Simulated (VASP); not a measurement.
Runs of VASP 6.6.1 on BN. The structure is that of space group P6_3mc (No. 186), or close to it. The cells are those of the table. 

| task | level | cell | cutoff (eV) | gap on the mesh (eV) | pressure (GPa) | relaxed volume (Å³/atom) | largest force (eV/Å) |
| --- | --- | --- | --- | --- | --- | --- | --- |
| single point | PBE+D3(BJ) | a = 2.542, b = 2.542, c = 4.203 Å, angles 90.0, 90.0, 120.0°, 4 atoms | 520 | 5.19 | (b) | - | 0.01 |
| single point | PBEsol | a = 2.541, b = 2.541, c = 4.203 Å, angles 90.0, 90.0, 120.0°, 4 atoms | 520 | 4.95 | 0.6 | - | - |
| single point | RPBE | a = 2.568, b = 2.568, c = 4.246 Å, angles 90.0, 90.0, 120.0°, 4 atoms | 520 | 5.32 | 0.2 | - | - |
| relaxation of cell and atoms | PBE | relaxed from a = 2.536, b = 2.536, c = 4.199 Å, angles 90.0, 90.0, 120.0°, 4 atoms | 600 | 5.19 | 0.0 | 5.97 | 0.02 |
| single point | PBE | a = 2.555, b = 2.555, c = 4.224 Å, angles 90.0, 90.0, 120.0°, 4 atoms | 520 | (c) | 0.2 | - | - |
| relaxation of cell and atoms | PBE+D3(BJ) | relaxed from a = 2.536, b = 2.536, c = 4.199 Å, angles 90.0, 90.0, 120.0°, 4 atoms | 600 | 5.17 | 0.1 | 5.88 | 0.01 |
| relaxation of cell and atoms | RPBE | relaxed from a = 2.536, b = 2.536, c = 4.199 Å, angles 90.0, 90.0, 120.0°, 4 atoms | 600 | 5.31 | 0.2 | 6.06 | - |
| relaxation of cell and atoms | PBEsol | relaxed from a = 2.536, b = 2.536, c = 4.199 Å, angles 90.0, 90.0, 120.0°, 4 atoms | 600 | (a) | 0.1 | 5.88 | 0.01 |

Alike in all rows: potentials or basis VASP PAW PBE potentials, release 64 (B, N); no spin polarisation; k mesh 12 × 12 × 4; smearing gaussian 0.01 eV.

**Question.** Fill in the values left out.

**Answer.** (a) 4.94; (b) 0.3; (c) 5.21.

Caveats: the PAW data sets were made with another functional, which shifts forces and pressure a little (some runs).

A k mesh can miss the band edges.
